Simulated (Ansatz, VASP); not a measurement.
# Ga3Sb2N in VASP and in Ansatz

The input INCAR:

```
PREC = Accurate ; ENCUT = 520
EDIFF = 1E-6 ; ISMEAR = -1
SIGMA = 0.02 ; LREAL = False
LASPH = True ; NELM = 60
ALGO = Normal ; ISIF = 2
LWAVE = False ; LCHARG = False
GGA = PE ; NBANDS = 36
```

Contents of KPOINTS:

```
Automatic mesh
0
Gamma
  12 12 4
```

File POSCAR:

```
Ga3Sb2N
1.0
    4.0026803855      0.0000000000      0.0000000000
   -2.0013401927      3.4664228970      0.0000000000
    0.0000000000      0.0000000000      9.8785946267
N Sb Ga
1 2 3
Direct
    0.0000000000      0.0000000000     -0.0054967802
    0.3333333333      0.6666666667      0.3111629758
    0.6666666667      0.3333333333      0.6835211046
    0.3333333333      0.6666666667      0.0408827525
    0.6666666667      0.3333333333      0.4194690489
    0.0000000000      0.0000000000      0.8004608984
```

Input for Ansatz:

```yaml
crystal:
  lattice:
    - [4.0026803855, 0.0, 0.0]
    - [-2.0013401927, 3.466422897, 0.0]
    - [0.0, 0.0, 9.8785946267]
  atoms:
    - { symbol: "N", position: [0.0, 0.0, -0.0054967802] }
    - { symbol: Sb, position: [0.3333333333, 0.6666666667, 0.3111629758] }
    - { symbol: Sb, position: [0.6666666667, 0.3333333333, 0.6835211046] }
    - { symbol: Ga, position: [0.3333333333, 0.6666666667, 0.0408827525] }
    - { symbol: Ga, position: [0.6666666667, 0.3333333333, 0.4194690489] }
    - { symbol: Ga, position: [0.0, 0.0, 0.8004608984] }
kpoints:
  mp_grid: { grid: [12, 12, 4] }
  band_path:
    path:
      - [[0.0, 0.0, 0.0], [0.5, -2.112886190433e-17, 1.049272709264e-32], [0.3333333333333, 0.3333333333333, 3.29732986141e-32], [0.0, 0.0, 0.0], [4.768654920251e-50, -8.116415256707e-49, 0.5], [0.5, -2.112886190433e-17, 0.5], [0.3333333333333, 0.3333333333333, 0.5], [4.768654920251e-50, -8.116415256707e-49, 0.5]]
      - [[0.5, -2.112886190433e-17, 0.5], [0.5, -2.112886190433e-17, 1.049272709264e-32]]
      - [[0.3333333333333, 0.3333333333333, 0.5], [0.3333333333333, 0.3333333333333, 3.29732986141e-32]]
    npoints: 10
hamiltonian:
  xc: pbe
scf:
  occupations: { method: fermi_dirac, width: 0.02 }
  n_extra_bands: 5
output:
  forces: true
  stress: true
  eigenvalues: true
```

Alike in both runs: task single point; functional PBE; k mesh 12 × 12 × 4; occupations fermi-dirac, width 0.02 eV; no spin polarisation.

|  | VASP | Ansatz |
| --- | --- | --- |
| version | VASP 6.6.1 | Ansatz 0.2.0 |
| potentials or method | VASP PAW PBE potentials, release 64 (N, Sb, Ga_d) | plane waves, PAW |
| plane-wave cutoff (eV) | 520 | 420 |
| valence electrons in the cell | 54 | 74 |

|  | VASP | Ansatz | Ansatz less VASP |
| --- | --- | --- | --- |
| pressure (GPa) | 2.7 | 2.6 | -0.12 |
| traceless stress, the component that is largest in VASP (GPa) | 0.66 | 0.64 | -0.012 |
| rms of the force components (eV/Å) | 0.096 | 0.094 | -0.0017 |

Atom by atom the forces differ by 0.002 eV/Å (rms over components). With one functional, cell and mesh, what is left measures potentials, basis and numerics. VASP's potentials hold 54 valence electrons a cell and Ansatz's 74, so a difference there can come from the potentials and not from the codes.

Spin-orbit coupling is off throughout.
